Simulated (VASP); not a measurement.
# Sb in VASP: further runs

Sb is run at these levels: r2SCAN, PBE; tasks: single point.

All numbers are computed with VASP 6.6.1; they aren't measurements. Logs are shortened: lines on timing, memory, paths and dates and some standing lists are left out, and cuts for length are marked.

**1. The cell of the first run**

The cell holds a slab with vacuum, 2 atoms: a = 4.105 Å, b = 4.105 Å, c = 26.855 Å, α = 90.00°, β = 90.00°, γ = 120.00°.

**2. Single point, r2SCAN**

Input file POSCAR:

```
Sb
1.0
    4.1051830053      0.0000000000      0.0000000000
   -2.0525915027      3.5551927698      0.0000000000
    0.0000000000      0.0000000000     26.8552477996
Sb
2
Direct
    0.3333333333      0.6666666667      0.3149797942
    0.6666666667      0.3333333333      0.3749272228
```

Input file INCAR.step1:

```
SYSTEM = Sb
ALGO = Normal
DIPOL = 0.5 0.5 0.345
EDIFF = 1E-5
ENCUT = 440
GGA = PE
GGA_COMPAT = .FALSE.
IDIPOL = 3
ISMEAR = -1
LASPH = .TRUE.
LCHARG = .FALSE.
LDIPOL = .TRUE.
LREAL = .FALSE.
LWAVE = .TRUE.
NBANDS = 22
NELM = 120
NELMDL = -8
PREC = Accurate
SIGMA = 0.02
```

Input file INCAR.step2:

```
SYSTEM = Sb
ALGO = Normal
DIPOL = 0.5 0.5 0.345
EDIFF = 1E-6
ENCUT = 440
GGA_COMPAT = .FALSE.
IDIPOL = 3
ISIF = 2
ISMEAR = -1
ISTART = 1
LASPH = .TRUE.
LCHARG = .FALSE.
LDIPOL = .TRUE.
LMIXTAU = .TRUE.
LREAL = .FALSE.
LWAVE = .FALSE.
METAGGA = R2SCAN
NBANDS = 22
NELM = 120
PREC = Accurate
SIGMA = 0.02
```

Input file KPOINTS:

```
k-points
0
G
  6 6 1
  0 0 0
```

Potentials or basis: VASP PAW PBE potentials, release 64 (Sb_d_GW).

Command:

```console
> cat potpaw_PBE.64/Sb_d_GW/POTCAR > POTCAR
> cp INCAR.step1 INCAR
> mpirun -np 1 vasp_std > vasp.out
> cp INCAR.step2 INCAR
> mpirun -np 1 vasp_std > vasp.out
```

OUTCAR:

```text
SYSTEM = Sb
   EDIFF = 1E-6
   ENCUT = 440
   ISIF = 2
   ISMEAR = -1
   ISTART = 1
   LASPH = .TRUE.
   LREAL = .FALSE.
   METAGGA = R2SCAN
   NELM = 120
   PREC = Accurate

 ion  position               nearest neighbor table
   1  0.333  0.667  0.315-   2 2.87   2 2.87   2 2.87
   2  0.667  0.333  0.375-   1 2.87   1 2.87   1 2.87

  LATTYP: Found a hexagonal cell.
 ALAT       =     4.1051830053
 C/A-ratio  =     6.5417906498

  Lattice vectors:

 A1 = (   4.1051830053,   0.0000000000,   0.0000000000)
 A2 = (  -2.0525915027,   3.5551927698,   0.0000000000)
 A3 = (   0.0000000000,   0.0000000000,  26.8552477996)

Analysis of symmetry for initial positions (statically):
=====================================================================
 Subroutine PRICEL returns:
 Original cell was already a primitive cell.

 Routine SETGRP: Setting up the symmetry group for a
 hexagonal supercell.

 Subroutine GETGRP returns: Found 12 space group operations
 (whereof  6 operations were pure point group operations)
 out of a pool of 24 trial point group operations.

The static configuration has the point symmetry C_3v.
 The point group associated with its full space group is D_3d.

Analysis of symmetry for dynamics (positions and initial velocities):
=====================================================================
 Subroutine PRICEL returns:
 Original cell was already a primitive cell.

 Routine SETGRP: Setting up the symmetry group for a
 hexagonal supercell.

 Subroutine GETGRP returns: Found 12 space group operations
 (whereof  6 operations were pure point group operations)
 out of a pool of 24 trial point group operations.

The dynamic configuration has the point symmetry C_3v.
 The point group associated with its full space group is D_3d.

 Subroutine INISYM returns: Found 12 space group operations
 (whereof  6 operations are pure point group operations),
 and found     1 'primitive' translations

----------------------------------------------------------------------------------------

                                     Primitive cell

  volume of cell :     391.9447

  direct lattice vectors                    reciprocal lattice vectors
     4.105183005  0.000000000  0.000000000     0.243594500  0.140639350  0.000000000
    -2.052591503  3.555192770  0.000000000     0.000000000  0.281278700  0.000000000
     0.000000000  0.000000000 26.855247800     0.000000000  0.000000000  0.037236670

  length of vectors
     4.105183005  4.105183005 26.855247800     0.281278700  0.281278700  0.037236670

  position of ions in fractional coordinates (direct lattice)
     0.333333333  0.666666667  0.314979794
     0.666666667  0.333333333  0.374927223

  ion indices of the primitive-cell ions
   primitive index   ion index
                 1           1
                 2           2

----------------------------------------------------------------------------------------

 KPOINTS: k-points

Automatic generation of k-mesh.
 Grid dimensions read from file:
 generate k-points for:    6    6    1

 Generating k-lattice:

  Cartesian coordinates                     Fractional coordinates (reciprocal lattice)
     0.040599083  0.023439892  0.000000000     0.166666667 -0.000000000  0.000000000
     0.000000000  0.046879783  0.000000000     0.000000000  0.166666667  0.000000000
     0.000000000  0.000000000  0.037236670     0.000000000  0.000000000  1.000000000

  Length of vectors
     0.046879783  0.046879783  0.037236670

  Shift w.r.t. Gamma in fractional coordinates (k-lattice)
     0.000000000  0.000000000  0.000000000

 Subroutine IBZKPT returns following result:
 ===========================================

 Found      7 irreducible k-points:

 Following reciprocal coordinates:
            Coordinates               Weight
  0.000000  0.000000  0.000000      1.000000
  0.166667  0.000000  0.000000      6.000000
  0.333333  0.000000  0.000000      6.000000
  0.500000  0.000000  0.000000      3.000000
  0.166667  0.166667  0.000000      6.000000
  0.333333  0.166667  0.000000     12.000000
  0.333333  0.333333  0.000000      2.000000
   k-points           NKPTS =      7   k-points in BZ     NKDIM =      7   number of bands    NBANDS=     22
   number of dos      NEDOS =    301   number of ions     NIONS =      2
   total plane-waves  NPLWV = 150528
   dimension x,y,z NGX =    28 NGY =   28 NGZ =  192
   dimension x,y,z NGXF=    56 NGYF=   56 NGZF=  384
   ions per type =               2
   NGX,Y,Z   is equivalent  to a cutoff of  11.34, 11.34, 11.89 a.u.
   NGXF,Y,Z  is equivalent  to a cutoff of  22.68, 22.68, 23.77 a.u.
 SYSTEM =  Sb
   PREC   = accura    normal or accurate (medium, high low for compatibility)
   ISTART =      1    job   : 0-new  1-cont  2-samecut
   ICHARG =      0    charge: 1-file 2-atom 10-const
   ISPIN  =      1    spin polarized calculation?
   LNONCOLLINEAR =      F non collinear calculations
   LSORBIT =      F    spin-orbit coupling
   LASPH  =      T    aspherical Exc in radial PAW
   ENCUT  =  440.0 eV  32.34 Ry    5.69 a.u.   7.02  7.02 45.93*2*pi/ulx,y,z
   NELM   =    120;   NELMIN=  2; NELMDL=  0     # of ELM steps
   EDIFF  = 0.1E-05   stopping-criterion for ELM
   LREAL  =      F    real-space projection
   EDIFFG = 0.1E-04   stopping-criterion for IOM
   NSW    =      0    number of steps for IOM
   IBRION =     -1    ionic relax: 0-MD 1-quasi-New 2-CG
   NFREE  =      0    steps in history (QN), initial steepest desc. (CG)
   ISIF   =      2    stress and relaxation
   ISYM   =      2    0-nonsym 1-usesym 2-fastsym
   POTIM  = 0.5000    time-step for ionic-motion
   TEBEG  =    0.0;   TEEND  =   0.0 temperature during run
   PSTRESS=    0.0 pullay stress
   NELECT =      30.0000    total number of electrons
   NUPDOWN=      -1.0000    fix difference up-down
   EMIN   =  10.00;   EMAX   =-10.00  energy-range for DOS
   EFERMI =   0.00;   METHOD = LEGACY
   ISMEAR =    -1;   SIGMA  =   0.02  broadening in eV -4-tet -1-fermi 0-gaus
   EFERMI_NEDOS =   21; number of points for ismear=-14 and -15
   IALGO  =     38    algorithm
   IMIX   =      4    mixing-type and parameters
     AMIX     =   0.40;   BMIX     =  1.00
     AMIX_MAG =   1.60;   BMIX_MAG =  1.00
  volume/ion in A,a.u.               =     195.97      1322.49
  Fermi-wavevector in a.u.,A,eV,Ry     =   0.695089  1.313527  6.573634  0.483148
  Thomas-Fermi vector in A             =   1.777764
   LORBIT       =      0    0 simple, 1 ext, 2 COOP (PROOUT), +10 PAW based schemes
   METAGGA = R2SCAN    functional components
   LHFCALC =     F    Hartree Fock is set to
   AEXX    =    0.0000 exact exchange contribution
   IVDW    =     0    specifies the selected vdW correction
   LEPSILON=     F    determine dielectric tensor
   LRPA    =     F    only Hartree local field effects (RPA)
 non-spin polarized calculation
  energy-cutoff  :      440.00
  volume of cell :      391.94
 maximum number of plane-waves:      8247
 NGX is ok and might be reduce to    28
   NGX = 13   NGY = 13   NGZ = 91

 dipolmoment           0.000000      0.000000      0.000002 electrons x Angstroem

 number of electron      29.9999969 magnetization

 dipolmoment           0.000000      0.000000     -0.000003 electrons x Angstroem

 Free energy of the ion-electron system (eV)
  ---------------------------------------------------
  ext. energy  EPLUGINS =         0.00000000
  ---------------------------------------------------
  free energy    TOTEN  =       -51.28887922 eV

  energy without entropy =      -51.28887922  energy(sigma->0) =      -51.28887922

 E-fermi :  -3.1227     XC(G=0):  -2.0392

 val. band max:       -3.6638094037   @ k =   0.0000   0.0000   0.0000
 cond. band min:      -2.0468403164   @ k =   0.3333   0.0000   0.0000
 fundamental gap:      1.6169690873
 Fermi energy:        -3.1226682759

 k-point     1 :       0.0000    0.0000    0.0000
  band No.  band energies     occupation
      1     -32.9077      2.00000
      2     -32.9077      2.00000
      3     -32.8201      2.00000
      4     -32.8201      2.00000
      5     -32.7686      2.00000
      6     -32.6937      2.00000
      7     -32.6937      2.00000
      8     -32.6542      2.00000
      9     -32.6098      2.00000
     10     -32.6098      2.00000
     11     -15.4311      2.00000
     12     -10.0125      2.00000
     13      -4.1590      2.00000
     14      -3.6638      2.00000
     15      -3.6638      2.00000
     16      -1.6259      0.00000
     17      -0.6147      0.00000
     18      -0.6147      0.00000
     19       1.3354      0.00000
     20       1.4685      0.00000
     21       1.8346      0.00000
     22       2.0717      0.00000

 k-point     2 :       0.1667    0.0000    0.0000
  band No.  band energies     occupation
      1     -32.9056      2.00000
      2     -32.8919      2.00000
      3     -32.8179      2.00000
      4     -32.8099      2.00000
      5     -32.7642      2.00000
      6     -32.7009      2.00000
      7     -32.6945      2.00000
      8     -32.6592      2.00000
      9     -32.6273      2.00000
     10     -32.6109      2.00000
     11     -15.1164      2.00000
     12     -10.0293      2.00000
     13      -5.5022      2.00000
     14      -4.2429      2.00000
     15      -4.0758      2.00000
     16      -1.5534      0.00000
     17      -0.0770      0.00000
     18       0.1230      0.00000
     19       1.6749      0.00000
     20       1.7993      0.00000
     21       2.1383      0.00000
     22       2.4024      0.00000

 k-point     3 :       0.3333    0.0000    0.0000
  band No.  band energies     occupation
      1     -32.9013      2.00000
      2     -32.8532      2.00000
      3     -32.8111      2.00000
      4     -32.7836      2.00000
      5     -32.7500      2.00000
      6     -32.7212      2.00000
      7     -32.7008      2.00000
      8     -32.6856      2.00000
      9     -32.6560      2.00000
     10     -32.6131      2.00000
     11     -14.2284      2.00000
     12     -10.6591      2.00000
     13      -6.7632      2.00000
     14      -5.0150      2.00000
     15      -4.4263      2.00000
     16      -2.0468      0.00000
     17      -0.1470      0.00000
     18       0.2851      0.00000
     19       2.4445      0.00000
     20       2.5710      0.00000
     21       2.8889      0.00000
     22       3.3254      0.00000

 k-point     4 :       0.5000    0.0000    0.0000
  band No.  band energies     occupation
      1     -32.8990      2.00000
      2     -32.8339      2.00000
      3     -32.7890      2.00000
      4     -32.7518      2.00000
      5     -32.7501      2.00000
      6     -32.7453      2.00000
      7     -32.7180      2.00000
      8     -32.7094      2.00000
      9     -32.6618      2.00000
     10     -32.6143      2.00000
     11     -13.3600      2.00000
     12     -11.6501      2.00000
     13      -6.6530      2.00000
     14      -5.3124      2.00000
     15      -5.0865      2.00000
     16      -1.7040      0.00000
     17      -0.8075      0.00000
     18       0.2804      0.00000
     19       2.0425      0.00000
     20       4.0343      0.00000
     21       4.1705      0.00000
     22       4.3593      0.00000

 k-point     5 :       0.1667    0.1667    0.0000
  band No.  band energies     occupation
      1     -32.9028      2.00000
      2     -32.8628      2.00000
      3     -32.8116      2.00000
      4     -32.7962      2.00000
      5     -32.7530      2.00000
      6     -32.7170      2.00000
      7     -32.6948      2.00000
      8     -32.6742      2.00000
      9     -32.6518      2.00000
     10     -32.6132      2.00000
     11     -14.5085      2.00000
     12     -10.3488      2.00000
     13      -6.3891      2.00000
     14      -5.5726      2.00000
     15      -4.1166      2.00000
     16      -1.0897      0.00000
     17      -0.5775      0.00000
     18       0.5835      0.00000
     19       2.2809      0.00000
     20       2.2969      0.00000
     21       2.5766      0.00000
     22       3.0461      0.00000

 k-point     6 :       0.3333    0.1667    0.0000
  band No.  band energies     occupation
      1     -32.8998      2.00000
      2     -32.8245      2.00000
      3     -32.7959      2.00000
      4     -32.7735      2.00000
      5     -32.7471      2.00000
      6     -32.7345      2.00000
      7     -32.7163      2.00000
      8     -32.6982      2.00000
      9     -32.6668      2.00000
     10     -32.6162      2.00000
     11     -13.4502      2.00000
     12     -11.4184      2.00000
     13      -6.7690      2.00000
     14      -6.0231      2.00000
     15      -4.7993      2.00000
     16      -1.2250      0.00000
     17      -0.4703      0.00000
     18       0.2397      0.00000
     19       2.6021      0.00000
     20       3.5528      0.00000
     21       3.8148      0.00000
     22       4.1882      0.00000

 k-point     7 :       0.3333    0.3333    0.0000
  band No.  band energies     occupation
      1     -32.8991      2.00000
      2     -32.7861      2.00000
      3     -32.7861      2.00000
      4     -32.7833      2.00000
      5     -32.7527      2.00000
      6     -32.7526      2.00000
      7     -32.7238      2.00000
      8     -32.6842      2.00000
      9     -32.6842      2.00000
     10     -32.6188      2.00000
     11     -12.4010      2.00000
     12     -12.4010      2.00000
     13      -7.3247      2.00000
     14      -5.4632      2.00000
     15      -5.4632      2.00000
     16      -1.8240      0.00000
     17       0.4239      0.00000
     18       0.4239      0.00000
     19       3.7147      0.00000
     20       4.3490      0.00000
     21       4.3499      0.00000
     22       4.8053      0.00000

------------------------ aborting loop because EDIFF is reached ----------------------------------------

 vacuum level on the upper side and lower side of the slab       (xc-potential included)        -0.015        -0.025

  FORCE on cell =-STRESS in cart. coord.  units (eV):
  Direction    XX          YY          ZZ          XY          YZ          ZX
  --------------------------------------------------------------------------------------
  -------------------------------------------------------------------------------------
  Total       -0.0145082     -0.0145082     -0.0194123      0.0000000     -0.0000000     -0.0000000
  in kB       -0.0593062     -0.0593062     -0.0793530      0.0000000     -0.0000000     -0.0000000
  external PRESSURE =      -0.0659884 kB  Pullay stress =       0.0000000 kB

 VOLUME and BASIS-vectors are now :
 -----------------------------------------------------------------------------
  energy-cutoff  :      440.00
  volume of cell :      391.94
      direct lattice vectors                 reciprocal lattice vectors
     4.105183005  0.000000000  0.000000000     0.243594500  0.140639350  0.000000000
    -2.052591503  3.555192770  0.000000000     0.000000000  0.281278700  0.000000000
     0.000000000  0.000000000 26.855247800     0.000000000  0.000000000  0.037236670

 POSITION                                       TOTAL-FORCE (eV/Angst)
 -----------------------------------------------------------------------------------
     -0.00000      2.37013      8.45886        -0.000000     -0.000000     -0.017449
      2.05259      1.18506     10.06876         0.000000      0.000000      0.017449
 -----------------------------------------------------------------------------------
    total drift:                                0.000000      0.000000      0.000218

  FREE ENERGIE OF THE ION-ELECTRON SYSTEM (eV)
  ---------------------------------------------------
  free  energy   TOTEN  =       -51.2888792155 eV

  energy  without entropy=      -51.2888792155  energy(sigma->0) =      -51.28887922

 vacuum level on the upper side and lower side of the slab         1.456         1.446
```

It took 3.4 min on 1 thread of Intel Xeon 6975P-C (Granite Rapids), shared host; peak memory 0.41 GiB.

Results:

```
Free energy            : -51.2889 eV
Largest force          : 0.017 eV/Å
Band gap on the k mesh : 1.62 eV (least direct gap 2.04 eV)
```

Forces in eV/Å, atoms in the order of the input:
```
Sb   0.000  0.000 -0.017
Sb   0.000  0.000  0.017
```

Caveat: the PAW data sets were made with another functional, which shifts forces and pressure a little; spin-orbit coupling is left out, which moves the levels of the heavy elements.

**3. Single point, PBE**

This run uses another cell than the first one.

Input file INCAR:

```
SYSTEM = Sb
PREC = Accurate
ENCUT = 400
EDIFF = 1E-6
ISMEAR = -1
SIGMA = 0.02
LREAL = .FALSE.
LASPH = .TRUE.
NELM = 120
ALGO = Normal
ISIF = 2
LWAVE = .FALSE.
LCHARG = .TRUE.
LDIPOL = .TRUE.
IDIPOL = 3
DIPOL = 0.5 0.5 0.345
GGA = PE
LELF = .TRUE.
LVHAR = .TRUE.
LVACPOTAV = .TRUE.
NBANDS = 22
GGA_COMPAT = .FALSE.
NELMDL = -8
```

Input file KPOINTS:

```
regular mesh
0
G
  6 6 1
  0 0 0
```

Input file POSCAR:

```
Sb
1.0
    4.1292798844      0.0000000000      0.0000000000
   -2.0646399422      3.5760612792      0.0000000000
    0.0000000000      0.0000000000     26.8552477996
Sb
2
Direct
    0.3333333333      0.6666666667      0.3146272447
    0.6666666667      0.3333333333      0.3752797723
```

Potentials or basis: VASP PAW PBE potentials, release 64 (Sb_d_GW).

Command:

```console
> cat potpaw_PBE.64/Sb_d_GW/POTCAR > POTCAR
> mpirun -np 1 vasp_std > vasp.out
```

It took 56 s on 1 thread of AMD EPYC 9R45 (Zen 5), shared host; peak memory 0.33 GiB.

It converged, with:

- Free energy: -8.1349 eV
- Band gap on the k mesh: 1.33 eV (least direct gap 1.58 eV)

Levels at points of the mesh, in eV from the valence-band top:
```csv
k point,band 12,band 13,band 14,band 15,band 16,band 17,band 18,band 19
"(0.00, 0.00, 0.00)",-6.26,-0.53,0.00,0.00,1.58,2.80,2.80,4.34
"(0.50, 0.00, 0.00)",-7.74,-2.89,-1.53,-1.41,1.67,2.52,3.58,5.15
```

Caveat: spin-orbit coupling is left out, which moves the levels of the heavy elements.
